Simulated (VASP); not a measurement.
Set up this calculation in VASP 6.6.1, as the native input.

* Task: single point
* Functional: PBE
* Dispersion: D3(BJ)
* Potentials or basis: VASP PAW PBE potentials, release 64 (Nb_sv, C, H)
* Cutoff: 520 eV
* k mesh: 3 × 4 × 1
* Occupations: gaussian, width 0.1 eV
* Spin: no spin polarisation
* Dipole correction: no
* Further INCAR settings: LREAL = Auto; ALGO = Normal; EDIFF = 1e-07; NBANDS = 124

The structure of Nb16H3C lies in POSCAR:

```
Nb16H3C
1.0
    6.6000000000      0.0000000000      0.0000000000
    3.3000000000      4.6669050000      0.0000000000
    0.0000000000      0.0000000000     20.0003570000
Nb C H
16 1 3
Direct
   -0.2499999464      0.4999998929      0.0499991075
    0.2500000536      0.4999998929      0.0499991075
   -0.2500000000      1.0000000000      0.0499991075
    0.2500000000      1.0000000000      0.0499991075
    0.0007180627     -0.0005521861      0.1609812265
    0.4993364832     -0.0007866027      0.1609049778
    0.0003204625      0.4991466507      0.1613214704
    0.5000138262      0.4989778022      0.1616562144
   -0.2500141753      0.4987489567      0.2769337567
    0.2492103817      0.4986531759      0.2771794023
   -0.2501323929      0.9984711495      0.2751312389
    0.2502644495      0.9976401919      0.2781862844
   -0.0010680260     -0.0008903117      0.3919068545
    0.5034543224     -0.0067425842      0.3916277594
   -0.0073370031      0.5123609759      0.3851134757
    0.5028000098      0.4893442228      0.3891030045
    0.3188786440      0.8609033182      0.4756568595
    0.4234315333      0.6445745092      0.4997574293
    0.3998289646      0.9677184344      0.4992919376
    0.1306899536      0.9770764565      0.4994405850
```

One way to write it, as run:

INCAR

```
PREC = Accurate ; ENCUT = 520
EDIFF = 1E-7 ; ISMEAR = 0
SIGMA = 0.1 ; LREAL = Auto
LASPH = T ; NELM = 60
ALGO = Normal ; ISIF = 2
LWAVE = F ; LCHARG = F
GGA = PE ; IVDW = 12
NBANDS = 124
```

KPOINTS

```
Automatic mesh
0
Gamma
  3 4 1
```

Potentials or basis: VASP PAW PBE potentials, release 64 (Nb_sv, C, H).

Command:

```sh
$ cat potpaw_PBE.64/Nb_sv/POTCAR potpaw_PBE.64/C/POTCAR potpaw_PBE.64/H/POTCAR > POTCAR
$ mpirun -np 1 vasp_std > vasp.out
```

It gave:

```yaml
Largest_force: 0.170 eV/Å
Band_gap_on_the_k_mesh: zero (an odd number of electrons rules out a gap without spin polarisation)
Dispersion_energy_per_atom: -0.465 eV
```

Run time: 45 min on 1 thread of Intel(R) Xeon(R) Platinum 8175M CPU @ 2.50GHz (Skylake/Cascade Lake), on a shared host, peak memory 0.89 GiB.
